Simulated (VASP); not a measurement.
Here is a VASP 6.6.1 calculation.

File INCAR:

```
ALGO = Normal ; EDIFF = 1E-8
ENCUT = 520 ; GGA = PS
IBRION = 8 ; ISIF = 2
ISMEAR = 0 ; LASPH = T
LCHARG = F ; LEPSILON = T
LREAL = F ; LWAVE = F
NELM = 60 ; NSW = 1
PREC = Accurate ; SIGMA = 0.01
```

The input KPOINTS:

```
k-points
0
Gamma
  6 6 6
```

The input POSCAR:

```
CsMgF3
1.0
    3.9994000000      0.0000000000      0.0000000000
    0.0000000000      3.9994000000      0.0000000000
    0.0000000000      0.0000000000      3.9994000000
Cs Mg F
1 1 3
Direct
    0.0000000000      0.0000000000      0.0000000000
    0.5000000000      0.5000000000      0.5000000000
    0.5000000000      0.5000000000      0.0000000000
    0.5000000000      0.0000000000      0.5000000000
    0.0000000000      0.5000000000      0.5000000000
```

Potentials or basis: VASP PAW PBE potentials, release 64 (Cs_sv, Mg, F).

The run is started by

```console
$ cat potpaw_PBE.64/Cs_sv/POTCAR potpaw_PBE.64/Mg/POTCAR potpaw_PBE.64/F/POTCAR > POTCAR
$ mpirun -np 1 vasp_std > vasp.out
```

**Question.** Predict the electronic dielectric tensor (diagonal).

**Answer.** 2.62.

**Question.** What does it give for the Born charges (mean of the diagonal)?

**Answer.** Cs +1.51; Mg +2.14; F -1.22 e.

**Question.** Predict the highest phonon frequency at Γ, LO-TO splitting left out.

**Answer.** 447 cm⁻¹.

Phonon frequencies in cm⁻¹ (negative: imaginary):
```tsv
q point	frequencies
(0.000, 0.000, 0.000)	0 0 0 184 184 184 255 255 255 295 295 295 447 447 447
```

Caveat: the cell stands under pressure or tension, which shifts response properties.
